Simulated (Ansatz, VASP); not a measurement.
# Two plane-wave programs on CsH5

```
Cs H
1.0
     4.47153    0.00000    0.00000
    -2.23577    3.87246    0.00000
     0.00000    0.00000    5.29811
Cs H
1 5
Direct
  0.33333 0.66667 0.00000
  0.73817 0.26183 0.50000
  0.73817 0.47634 0.50000
  0.52366 0.26183 0.50000
  0.00000 0.00000 0.50000
  0.66667 0.33333 0.00000
```

Alike in both runs: functional PBE; k mesh 6 × 6 × 4; occupations gaussian, width 0.1 eV; no spin polarisation.

Ansatz relaxed the structure, and its values are those at the end. VASP's run is a single point on that final structure, the one shown.

|  | VASP | Ansatz |
| --- | --- | --- |
| version | VASP 6.6.1 | Ansatz 0.2.0 |
| potentials or method | VASP PAW PBE potentials, release 64 (Cs_sv, H), cutoff 520 eV | scalar-relativistic, plane waves, PAW |
| valence electrons in the cell | 14 | 14 |

```csv
,VASP,Ansatz,Ansatz less VASP
gap on the k mesh at the Fermi level (eV),0.12,0.12,-0.006
least direct gap on the mesh (eV),0.12,0.12,-0.006
pressure (GPa),0.0,0.0,+0.03
```

The functional is the same, so the differences come from potentials, cutoffs and numerics.

Neither program's run includes spin-orbit coupling.
